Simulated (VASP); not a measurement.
Set up this calculation in VASP 6.6.1, as the native input.

* Task: relaxation of cell and atoms
* Functional: PBE
* Potentials or basis: VASP PAW PBE potentials, release 64 (Si, Sn_d)
* Cutoff: 600 eV
* k mesh: 12 × 12 × 10
* Occupations: gaussian, width 0.1 eV
* Spin: no spin polarisation
* Dipole correction: no
* Further INCAR settings: ALGO = Normal; EDIFF = 1e-06; IBRION = 2; EDIFFG = -0.01; NSW = 100; ISIF = 3

The structure of Si5Sn lies in POSCAR:

```
Si5Sn
1.0
    5.2751207685      0.0000000000      0.0000000000
   -2.6375603842      4.5683885936      0.0000000000
    0.0000000000      0.0000000000      4.3315924206
Si Sn
5 1
Direct
    0.5000000000      0.5000000000      0.0000000000
    0.3333333333      0.6666666667      0.5000000000
    0.0000000000      0.5000000000      0.0000000000
    0.5000000000      0.0000000000      0.0000000000
    0.6666666667      0.3333333333      0.5000000000
    0.0000000000      0.0000000000      0.5000000000
```

The cell was built from a structure type or drawn by symmetry, and may not be a known phase.

The input as run:

INCAR

```
SYSTEM = Si5Sn
  PREC = Accurate
  ENCUT = 600
  EDIFF = 1E-6
  ISMEAR = 0
  SIGMA = 0.1
  LREAL = .False.
  LASPH = .True.
  NELM = 100
  ALGO = Normal
  ISIF = 3
  LWAVE = .False.
  LCHARG = .False.
  GGA = PE
  IBRION = 2
  NSW = 100
  EDIFFG = -0.01
```

KPOINTS

```
Automatic mesh
0
Gamma
  12 12 10
  0 0 0
```

Potentials or basis: VASP PAW PBE potentials, release 64 (Si, Sn_d).

The run is started by

```console
$ cat potpaw_PBE.64/Si/POTCAR potpaw_PBE.64/Sn_d/POTCAR > POTCAR
$ mpirun -np 1 vasp_std > vasp.out
```

Results of the run:

- Relaxed volume: 17.42 Å³/atom
- Relaxed cell: a = 5.383 Å, b = 5.383 Å, c = 4.164 Å, α = 90.00°, β = 90.00°, γ = 120.00°
- Space group after relaxing (to 0.1 Å): P6/mmm (No. 191)
- Energy gained by relaxing: 5.3 meV/atom
- Ionic steps: 10
- Pressure after relaxing: 0.0 GPa
- Band gap on the k mesh: zero (bands 17 and 18 overlap by 3.57 eV)

Caveat: spin-orbit coupling is left out, which moves the levels of the heavy elements.

It took 33 min on 1 thread of Intel Xeon 8259CL, on a shared host, peak memory 0.45 GiB.
